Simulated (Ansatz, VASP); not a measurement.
## Two plane-wave programs on Cd

Contents of INCAR:

```
ALGO = Normal
EDIFF = 1E-6
ENCUT = 520
GGA = PE
ISIF = 2
ISMEAR = -1
LASPH = True
LCHARG = True
LELF = True
LREAL = False
LVHAR = True
LWAVE = False
NBANDS = 12
NELM = 80
PREC = Accurate
SIGMA = 0.08
```

The input KPOINTS:

```
k-points
0
Gamma
  14 14 14
```

POSCAR

```
Cd
1.0
    2.9455865509      0.0000000000      0.0000000000
    0.0000000000      2.9455865509      0.0000000000
    0.0000000000      0.0000000000      2.9455865509
Cd
1
Direct
    0.0000000000      0.0000000000      0.0000000000
```

Input for Ansatz:

```yaml
crystal:
  lattice:
    - [2.9455865509, 0.0, 0.0]
    - [0.0, 2.9455865509, 0.0]
    - [0.0, 0.0, 2.9455865509]
  atoms:
    - { symbol: Cd, position: [0.0, 0.0, 0.0] }
kpoints:
  mp_grid: { grid: [14, 14, 14] }
scf:
  occupations: { method: fermi_dirac, width: 0.08 }
hamiltonian:
  xc: pbe
  pseudopotentials: { kind: paw }
output:
  forces: true
  stress: true
  eigenvalues: true
  populations: true
  write_density: true
  write_potential: true
  elf: true
  volumetric_format: npy
```

Change from the starting cell: volume scaled by 0.95, PAW files.

Alike in both runs: task single point; functional PBE; k mesh 14 × 14 × 14; occupations fermi-dirac, width 0.08 eV; no spin polarisation.

|  | VASP | Ansatz |
| --- | --- | --- |
| version | VASP 6.6.1 | Ansatz 0.2.0 |
| potentials or method | VASP PAW PBE potentials, release 64 (Cd) | PAW with Ansatz's default frozen-core files, scalar-relativistic |
| plane-wave cutoff (eV) | 520 | 420 |
| valence electrons in the cell | 12 | 20 |

Ansatz gave:

```
pressure (GPa) : 1.8
```

Problem. Estimate VASP's values.

Solution. Pressure (GPa): 2.1.

VASP's potentials hold 12 valence electrons a cell and Ansatz's 20, so a difference there can come from the potentials and not from the codes.
